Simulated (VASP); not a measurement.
Here is a VASP 6.6.1 calculation.

Contents of INCAR:

```
ALGO = Normal
EDIFF = 1E-6
ENCUT = 520
GGA = CA
ISIF = 2
ISMEAR = -1
LASPH = True
LCHARG = False
LREAL = False
LWAVE = False
NBANDS = 11
NELM = 80
PREC = Accurate
SIGMA = 0.1
```

Contents of KPOINTS:

```
k-points
0
Gamma
  15 15 15
```

File POSCAR:

```
Pt
1.0
    0.0000000000      1.9474302061      1.9474302061
    1.9474302061      0.0000000000      1.9474302061
    1.9474302061      1.9474302061      0.0000000000
Pt
1
Direct
    0.0000000000      0.0000000000      0.0000000000
```

Potentials or basis: VASP PAW LDA potentials, release 64 (Pt).

Launch:

```console
$ cat potpaw_LDA.64/Pt/POTCAR > POTCAR
$ mpirun -np 1 vasp_std > vasp.out
```

(1) Predict the band gap on the k mesh.

(2) Estimate the pressure.

Answers

(1) zero (band 5 reaches 12.01 eV, above the bottom of band 6 at 9.76 eV).

(2) 0.9 GPa.

Caveat: spin-orbit coupling is left out, which moves the levels of the heavy elements.
